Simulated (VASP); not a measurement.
The system is Ti.

```xyz
2
Lattice="2.9500 0.0000 0.0000 -1.4750 2.5548 0.0000 0.0000 0.0000 4.6860" Properties=species:S:1:pos:R:3 pbc="T T T"
Ti    0.0000    1.7032    1.1715
Ti    1.4750    0.8516    3.5145
```

Base run:

```yaml
Program: VASP 6.6.1
Functional: PBEsol
Potentials_or_basis: VASP PAW PBE potentials, release 64 (Ti_sv)
Cutoff: 400 eV
k_mesh: 18 × 18 × 10
Occupations: fermi-dirac, width 0.05 eV
Spin: no spin polarisation
```

Its results: band gap on the k mesh zero (band 12 reaches 8.81 eV, above the bottom of band 13 at 7.71 eV); pressure -6.8 GPa.

Question: The run is repeated on the same cell with these changes: functional from PBEsol to LDA; potentials or basis from VASP PAW PBE potentials, release 64 (Ti_sv) to VASP PAW LDA potentials, release 64 (Ti_sv). What comes out?

Answer: Band gap on the k mesh zero (band 12 reaches 8.66 eV, above the bottom of band 13 at 7.61 eV); pressure -10.7 GPa.

Caveats: the PAW data sets were made with another functional, which shifts forces and pressure a little (some runs).
